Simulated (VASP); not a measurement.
Wanted: the native input for a VASP 6.6.1 run.

```
Task                   : relaxation of cell and atoms
Functional             : PBE
Potentials or basis    : VASP PAW PBE potentials, release 64 (V_sv)
Cutoff                 : 600 eV
k mesh                 : 9 × 9 × 9
Occupations            : gaussian, width 0.1 eV
Spin                   : no spin polarisation
Dipole correction      : no
Further INCAR settings : ALGO = Normal; EDIFF = 1e-07; IBRION = 2; EDIFFG = -0.04; NSW = 90; ISIF = 3
```

The structure of V lies in POSCAR:

```
V
1.0
    1.3794420357      0.7964212306      4.2393545036
   -1.3794420357      0.7964212306      4.2393545036
    0.0000000000     -1.5928424613      4.2393545036
V
2
Direct
    0.0872612563      0.0872612563      0.0872612563
    0.9127387437      0.9127387437      0.9127387437
```

These files were run (other wordings do the same):

INCAR

```
ALGO     = Normal         # electronic algorithm
EDIFF    = 1E-7           # SCF threshold, eV
EDIFFG   = -0.04          # ionic threshold
ENCUT    = 600            # plane-wave cutoff, eV
GGA      = PE             # functional
IBRION   = 2              # ionic algorithm
ISIF     = 3              # what is computed and relaxed
ISMEAR   = 0              # smearing method
LASPH    = True           # aspherical terms in the spheres
LCHARG   = False          # write CHGCAR
LREAL    = False          # projectors in reciprocal space
LWAVE    = False          # write WAVECAR
NELM     = 100            # most SCF steps
NSW      = 90             # ionic steps
PREC     = Accurate       # precision mode
SIGMA    = 0.1            # smearing width, eV
```

KPOINTS

```
k-points
0
Gamma
  9 9 9
```

Potentials or basis: VASP PAW PBE potentials, release 64 (V_sv).

Command:

```console
$ cat potpaw_PBE.64/V_sv/POTCAR > POTCAR
$ mpirun -np 1 vasp_std > vasp.out
```

It gave:

```json
{
 "Relaxed volume": "14.03 Å³/atom",
 "Relaxed cell": "a = 4.533 Å, b = 4.533 Å, c = 4.533 Å, α = 35.49°, β = 35.49°, γ = 35.49°",
 "Space group after relaxing (to 0.1 Å)": "R-3m (No. 166)",
 "Energy gained by relaxing": "0.1 meV/atom",
 "Ionic steps": "3",
 "Pressure after relaxing": "-0.1 GPa",
 "Largest force after relaxing": "0.020 eV/Å",
 "Band gap on the k mesh": "zero (bands 13 and 14 overlap by 0.10 eV)"
}
```

Run time: 87 s on 1 thread of Intel(R) Xeon(R) 6975P-C (Granite Rapids) (shared host), peak memory 0.21 GiB.
